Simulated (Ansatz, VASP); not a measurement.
# One calculation of Ge, two programs

```
Ge
1.0
     4.17990    0.00000    0.00000
    -2.08995    3.61990    0.00000
     0.00000    0.00000    6.79292
Ge
4
Direct
  0.66667 0.33333 0.06279
  0.33333 0.66667 0.56279
  0.66667 0.33333 0.43721
  0.33333 0.66667 0.93721
```

Change from the starting cell: strain +0.030 along x and y, +0.015 along z, atoms carried along.

Alike in both runs: task single point; functional PBE; k mesh 12 × 12 × 8; occupations gaussian, width 0.15 eV; no spin polarisation.

|  | VASP | Ansatz |
| --- | --- | --- |
| version | VASP 6.6.1 | Ansatz 0.2.0 |
| potentials or method | VASP PAW PBE potentials, release 64 (Ge_d), cutoff 520 eV | scalar-relativistic, plane waves, PAW |
| valence electrons in the cell | 56 | 56 |

|  | VASP | Ansatz | Ansatz less VASP |
| --- | --- | --- | --- |
| gap on the k mesh at the Fermi level (eV) | none | none | - |
| pressure (GPa) | -3.7 | -3.7 | +0.03 |
| traceless stress, the component that is largest in VASP (GPa) | 1.24 | 1.23 | -0.002 |
| rms of the force components (eV/Å) | 0.067 | 0.067 | -0.0004 |

Atom by atom the forces differ by 0.000 eV/Å (rms over components). A gap of «none» marks a metal or a gap that the smearing closes.
